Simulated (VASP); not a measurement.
Write the native input for VASP 6.6.1 that does the following.

```yaml
Task: single point
Functional: PBE
Potentials_or_basis: VASP PAW PBE potentials, release 64 (Mo_sv)
Cutoff: 520 eV
k_mesh: 22 × 22 × 22
Occupations: gaussian, width 0.15 eV
Spin: no spin polarisation
Dipole_correction: no
Further_INCAR_settings: ALGO = Fast; EDIFF = 1e-07; NBANDS = 13
```

The structure of Mo lies in POSCAR:

```
Mo
1.0
    0.0000000000      2.0782751475      1.7808739739
    2.0782751475      0.0000000000      1.7808739739
    2.0782751475      2.0782751475      0.0000000000
Mo
1
Direct
    0.0000000000      0.0000000000      0.0000000000
```

This cell differs from its parent crystal: volume 15.384 Å^3 an atom, c/a of the conventional cell 0.8569.

One way to write it, as run:

INCAR

```
PREC = Accurate ; ENCUT = 520
EDIFF = 1E-7 ; ISMEAR = 0
SIGMA = 0.15 ; LREAL = False
LASPH = True ; NELM = 80
ALGO = Fast ; ISIF = 2
LWAVE = False ; LCHARG = False
GGA = PE ; NBANDS = 13
```

KPOINTS

```
regular mesh
0
Gamma
  22 22 22
```

Potentials or basis: VASP PAW PBE potentials, release 64 (Mo_sv).

Command:

```sh
$ cat potpaw_PBE.64/Mo_sv/POTCAR > POTCAR
$ mpirun -np 1 vasp_std > vasp.out
```

Results of the run:

- Pressure: 10.9 GPa
- Band gap on the k mesh: zero (band 7 reaches 16.60 eV, above the bottom of band 8 at 11.74 eV)

Wall time 65 s on 1 thread of Intel(R) Xeon(R) 6975P-C (Granite Rapids) (shared host), peak memory 0.25 GiB.
